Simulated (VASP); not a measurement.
A run of VASP 6.6.1:

Contents of INCAR:

```
SYSTEM = Si2W
PREC = Accurate
ENCUT = 520
EDIFF = 1E-6
ISMEAR = 0
SIGMA = 0.15
LREAL = .FALSE.
LASPH = .TRUE.
NELM = 60
ALGO = Normal
ISIF = 2
LWAVE = .FALSE.
LCHARG = .FALSE.
GGA = PE
NBANDS = 18
```

KPOINTS

```
regular mesh
0
G
  18 18 18
  0 0 0
```

POSCAR

```
Si2W
1.0
   -1.6031548910      1.6031548910      4.1499267507
    1.6031548910     -1.6031548910      4.1499267507
    1.6031548910      1.6031548910     -4.1499267507
Si W
2 1
Direct
    0.3345726944      0.3345726944      0.0000000000
    0.6654273056      0.6654273056      0.0000000000
    0.0000000000      0.0000000000      0.0000000000
```

Potentials or basis: VASP PAW PBE potentials, release 64 (Si, W_sv).

Launch:

```sh
$ cat potpaw_PBE.64/Si/POTCAR potpaw_PBE.64/W_sv/POTCAR > POTCAR
$ mpirun -np 1 vasp_std > vasp.out
```

Hardware: 1 thread of Intel(R) Xeon(R) Platinum 8488C (Sapphire Rapids) (shared host).

Estimate the wall time of this run.

It took 6.5 min on 1 thread of Intel(R) Xeon(R) Platinum 8488C (Sapphire Rapids) (shared host), peak memory 0.48 GiB. Counts: scf iterations 12, k points 480.
